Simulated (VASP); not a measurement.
Set up this calculation in VASP 6.6.1, as the native input.

* Task: single point
* Functional: PBEsol
* Potentials or basis: VASP PAW PBE potentials, release 64 (Na_pv)
* Cutoff: 520 eV
* k mesh: 7 × 7 × 2
* Occupations: fermi-dirac, width 0.05 eV
* Spin: no spin polarisation
* Dipole correction: no
* Further INCAR settings: ALGO = Normal; EDIFF = 1e-07; NBANDS = 22

The structure of Na lies in POSCAR:

```
Na
1.0
    3.7003831212      0.0000000000      0.0000000000
   -1.8501915606      3.2046257867      0.0000000000
    0.0000000000      0.0000000000     12.6626947554
Na
4
Direct
    0.6666666667      0.3333333333      0.7500000000
    0.0000000000      0.0000000000      0.5000000000
    0.3333333333      0.6666666667      0.2500000000
    0.0000000000      0.0000000000      0.0000000000
```

The input as run:

INCAR

```
ALGO = Normal ; EDIFF = 1E-7
ENCUT = 520 ; GGA = PS
ISIF = 2 ; ISMEAR = -1
LASPH = T ; LCHARG = F
LREAL = F ; LWAVE = F
NBANDS = 22 ; NELM = 80
PREC = Accurate ; SIGMA = 0.05
```

KPOINTS

```
k-points
0
Gamma
  7 7 2
```

Potentials or basis: VASP PAW PBE potentials, release 64 (Na_pv).

The run is started by

```sh
$ cat potpaw_PBE.64/Na_pv/POTCAR > POTCAR
$ mpirun -np 1 vasp_std > vasp.out
```

Results of the run:

```yaml
Pressure: -0.2 GPa
Band_gap_on_the_k_mesh: zero (band 14 reaches 1.47 eV, above the bottom of band 15 at -2.02 eV)
```

Caveat: the PAW data sets were made with another functional, which shifts forces and pressure a little.

It took 34 s on 1 thread of Intel(R) Xeon(R) Platinum 8488C (Sapphire Rapids), with other jobs on the host, peak memory 0.26 GiB.
